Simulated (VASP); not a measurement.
# SrTiO3 (P4mm) in VASP: notebook, part 3 of 3

VASP 6.6.1. Earlier steps stand in the parts before.

### 5 Single point, PBEsol (atoms displaced along several vibrational modes)

File INCAR:

```
PREC = Accurate
ENCUT = 520
EDIFF = 1E-6
ISMEAR = 0
SIGMA = 0.05
LREAL = False
LASPH = True
NELM = 60
ALGO = Normal
ISIF = 2
LWAVE = False
LCHARG = False
GGA = PS
NBANDS = 28
```

File KPOINTS:

```
Automatic mesh
0
Gamma
  8 8 8
```

File POSCAR:

```
SrTiO3
1.0
    3.8913815400      0.0000000000      0.0000000000
    0.0000000000      3.8913815400      0.0000000000
    0.0000000000      0.0000000000      3.8913815400
Sr Ti O
1 1 3
Direct
    0.0437713259      0.0000000000      0.0000000000
    0.4512958087      0.5000000000      0.5000000000
   -0.0262021934      0.5000000000      0.5000000000
    0.4661006577      0.0000000000      0.5000000000
    0.4661006577      0.5000000000      0.0000000000
```

Potentials or basis: VASP PAW PBE potentials, release 64 (Sr_sv, Ti_sv, O).

Launch:

```
> cat potpaw_PBE.64/Sr_sv/POTCAR potpaw_PBE.64/Ti_sv/POTCAR potpaw_PBE.64/O/POTCAR > POTCAR
> mpirun -np 1 vasp_std > vasp.out
```

OUTCAR:

```text
PREC = Accurate
   ENCUT = 520
   EDIFF = 1E-6
   ISMEAR = 0
   LREAL = False
   LASPH = True
   NELM = 60
   ISIF = 2
   GGA = PS

 ion  position               nearest neighbor table
   1  0.044  0.000  0.000-   4 2.55   5 2.55   4 2.55   5 2.55   3 2.77   3 2.77   3 2.77   3 2.77
                             4 2.97   5 2.97   4 2.97   5 2.97   2 3.18   2 3.18   2 3.18   2 3.18
   2  0.451  0.500  0.500-   3 1.86   4 1.95   5 1.95   5 1.95   4 1.95   3 2.03   1 3.18   1 3.18
                             1 3.18   1 3.18   1 3.59   1 3.59   1 3.59   1 3.59
   3  0.974  0.500  0.500-   2 1.86   2 2.03   1 2.77   1 2.77   1 2.77   1 2.77
   4  0.466  0.000  0.500-   2 1.95   2 1.95   1 2.55   1 2.55   1 2.97   1 2.97
[... 951 lines left out ...]
  Total        1.4932119      1.3908962      1.3908962      0.0000000     -0.0000000      0.0000000
  in kB       40.5994901     37.8175908     37.8175908      0.0000000     -0.0000000      0.0000000
  external PRESSURE =      38.7448906 kB  Pullay stress =       0.0000000 kB

 VOLUME and BASIS-vectors are now :
 -----------------------------------------------------------------------------
  energy-cutoff  :      520.00
  volume of cell :       58.93
      direct lattice vectors                 reciprocal lattice vectors
     3.891381540  0.000000000  0.000000000     0.256978143  0.000000000  0.000000000
     0.000000000  3.891381540  0.000000000     0.000000000  0.256978143  0.000000000
     0.000000000  0.000000000  3.891381540     0.000000000  0.000000000  0.256978143

 POSITION                                       TOTAL-FORCE (eV/Angst)
 -----------------------------------------------------------------------------------
      0.17033      0.00000      0.00000        -1.383938     -0.000000      0.000000
      1.75616      1.94569      1.94569         1.112912     -0.000000      0.000000
      3.78942      1.94569      1.94569        -0.079735      0.000000     -0.000000
      1.81378      0.00000      1.94569         0.175381     -0.000000      0.000000
      1.81378      1.94569      0.00000         0.175381     -0.000000      0.000000
 -----------------------------------------------------------------------------------
    total drift:                               -0.000058      0.000000      0.000002

  FREE ENERGIE OF THE ION-ELECTRON SYSTEM (eV)
  ---------------------------------------------------
  free  energy   TOTEN  =       -41.7849533745 eV

  energy  without entropy=      -41.7849533745  energy(sigma->0) =      -41.78495337
```

stdout:

```text
POSCAR found type information on POSCAR SrTiO
 POSCAR found :  3 types and       5 ions
 scaLAPACK will be used
 -----------------------------------------------------------------------------
|                                                                             |
|                                                                             |
|     You enforced a specific xc type in the INCAR file but a different       |
|     I HOPE YOU KNOW WHAT YOU ARE DOING!                                     |
|                                                                             |
 -----------------------------------------------------------------------------

 LDA part: xc-table for (Slater+PW92), standard interpolation
 POSCAR, INCAR and KPOINTS ok, starting setup
 FFT: planning ... GRIDC
 FFT: planning ... GRID_SOFT
 FFT: planning ... GRID
 WAVECAR not read
 entering main loop
```

It took 2.9 min on 1 thread of Intel Xeon 6975P-C (Granite Rapids), shared host; peak memory 0.25 GiB.

Results:

```
Free energy            : -41.7850 eV
Pressure               : 3.9 GPa
Largest force          : 1.384 eV/Å
Band gap on the k mesh : 1.80 eV (least direct gap 2.19 eV)
```

Forces in eV/Å, atoms in the order of the input:
```
Sr  -1.384  0.000  0.000
Ti   1.113  0.000  0.000
O   -0.080  0.000  0.000
O    0.175  0.000  0.000
O    0.175  0.000  0.000
```

Levels at points of the mesh, in eV from the valence-band top:
```
           k point  band 17  band 18  band 19  band 20  band 21  band 22  band 23  band 24
(0.00, 0.00, 0.00)    -1.26    -0.40    -0.39    -0.39     1.80     2.02     2.02     4.47
(0.50, 0.00, 0.00)    -2.34    -2.05    -0.76    -0.76     1.96     3.94     3.94     4.49
(0.00, 0.50, 0.00)    -2.43    -1.63    -0.80    -0.71     2.18     3.85     3.90     4.56
(0.50, 0.50, 0.00)    -1.76    -1.58    -1.51    -0.03     3.86     3.97     4.42     5.48
(0.00, 0.50, 0.50)    -1.67    -1.64    -1.64    -0.20     3.94     3.94     4.30     5.52
(0.50, 0.50, 0.50)    -3.69    -0.11     0.00     0.00     4.55     4.58     4.58     6.98
```

Caveat: the cell differs from its parent crystal (atoms displaced along several vibrational modes); the cell stands under pressure; the PAW data sets were made with another functional, which shifts forces and pressure a little. A k mesh can miss the band edges.

### 6 Single point, PBEsol (atoms displaced along several vibrational modes)

INCAR, as its differences from that of step 5:

```diff
@@ -7,3 +7,3 @@
 LASPH = True
-NELM = 60
+NELM = 80
 ALGO = Normal
```

KPOINTS is that of step 5.

File POSCAR:

```
SrTiO3
1.0
    3.8913815400      0.0000000000      0.0000000000
    0.0000000000      3.8913815400      0.0000000000
    0.0000000000      0.0000000000      3.8913815400
Sr Ti O
1 1 3
Direct
    0.0589752815      0.0000000000      0.0000000000
    0.4365289977      0.5000000000      0.5000000000
   -0.0373664862      0.5000000000      0.5000000000
    0.4521400936      0.0000000000      0.5000000000
    0.4521400936      0.5000000000      0.0000000000
```

Potentials or basis: VASP PAW PBE potentials, release 64 (Sr_sv, Ti_sv, O).

Launch:

```
> cat potpaw_PBE.64/Sr_sv/POTCAR potpaw_PBE.64/Ti_sv/POTCAR potpaw_PBE.64/O/POTCAR > POTCAR
> mpirun -np 1 vasp_std > vasp.out
```

It took 2.2 min on 1 thread of Intel Xeon 6975P-C (Granite Rapids), shared host; peak memory 0.26 GiB.

The run converged. Its results:

* Free energy: -41.5886 eV
* Pressure: 6.4 GPa
* Largest force: 2.009 eV/Å
* Band gap on the k mesh: 1.73 eV (least direct gap 2.16 eV)

Forces on the atoms (eV/Å):
```
Sr  -2.009  0.000  0.000
Ti   1.445  0.000  0.000
O   -0.103  0.000  0.000
O    0.334  0.000  0.000
O    0.334  0.000  0.000
```

Stress tensor (GPa, compression positive):
```
6.16 0.00 0.00
0.00 6.47 0.00
0.00 0.00 6.47
```

Levels at points of the mesh, in eV from the valence-band top:
| k point | band 18 | band 19 | band 20 | band 21 | band 22 | band 23 |
| --- | --- | --- | --- | --- | --- | --- |
| (0.00, 0.00, 0.00) | -0.43 | -0.43 | -0.43 | 1.73 | 2.08 | 2.08 |
| (0.50, 0.00, 0.00) | -2.08 | -0.82 | -0.82 | 1.89 | 3.96 | 3.96 |
| (0.00, 0.50, 0.00) | -1.47 | -0.82 | -0.69 | 2.22 | 3.81 | 3.90 |
| (0.50, 0.50, 0.00) | -1.61 | -1.48 | 0.00 | 3.82 | 3.99 | 4.46 |
| (0.00, 0.50, 0.50) | -1.66 | -1.64 | -0.34 | 3.96 | 3.96 | 4.26 |
| (0.50, 0.50, 0.50) | -0.26 | -0.01 | -0.01 | 4.53 | 4.58 | 4.58 |

Caveat: the cell differs from its parent crystal (atoms displaced along several vibrational modes); the cell stands under pressure; the PAW data sets were made with another functional, which shifts forces and pressure a little.

### 7 Overview

| cell | gap on the mesh (eV) | pressure (GPa) | largest force (eV/Å) |
| --- | --- | --- | --- |
| as given, atomic positions A | 1.91 | 5.0 | 3.11 |
| as given, atomic positions B | 1.83 | 2.1 | 0.87 |
| as given, atomic positions C | 1.86 | 15.2 | 10.33 |
| as given, atomic positions D | 1.80 | 3.9 | 1.38 |
| as given, atomic positions E | 1.73 | 6.4 | 2.01 |

Alike in all rows: task single point; level PBEsol; potentials or basis VASP PAW PBE potentials, release 64 (Sr_sv, Ti_sv, O); no spin polarisation; k mesh 8 × 8 × 8; cutoff (eV) 520; smearing gaussian 0.05 eV.

Caveats: the PAW data sets were made with another functional, which shifts forces and pressure a little; the cell stands under pressure (at least some runs); the stress differs along the axes, from 1 to 13 GPa (at least some runs); the stress differs along the axes, from 5 to 35 GPa (at least some runs).

Absolute energies hang on the potentials; compare differences alone.
